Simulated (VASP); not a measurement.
A run of VASP 6.6.1 is set up as follows.

INCAR

```
SYSTEM = ZnO
PREC = Accurate
ENCUT = 520
EDIFF = 1E-6
ISMEAR = -1
SIGMA = 0.02
LREAL = .False.
LASPH = .True.
NELM = 80
ALGO = Normal
ISIF = 2
LWAVE = .False.
LCHARG = .True.
GGA = PE
LELF = .True.
LVHAR = .True.
NBANDS = 26
```

KPOINTS

```
Automatic mesh
0
Gamma
  11 11 6
  0 0 0
```

The input POSCAR:

```
ZnO
1.0
    3.3468806856      0.0000000000      0.0000000000
   -1.6734403428      2.8984836972      0.0000000000
    0.0000000000      0.0000000000      5.2038000000
Zn O
2 2
Direct
    0.3333333333      0.6666666667      0.0000000000
    0.6666666667      0.3333333333      0.5000000000
    0.3333333333      0.6666666667      0.3821000000
    0.6666666667      0.3333333333      0.8821000000
```

Potentials or basis: VASP PAW PBE potentials, release 64 (Zn, O).

Command:

```console
$ cat potpaw_PBE.64/Zn/POTCAR potpaw_PBE.64/O/POTCAR > POTCAR
$ mpirun -np 1 vasp_std > vasp.out
```

What does it give for the largest force?

0.187 eV/Å.

Predict the band gap on the k mesh.

0.73 eV.

Stress tensor (GPa, compression positive):
```
-4.04  0.00  0.00
 0.00 -4.04  0.00
 0.00  0.00  2.10
```

Caveat: the cell differs from its parent crystal (equal xx and yy strain of +3 %).
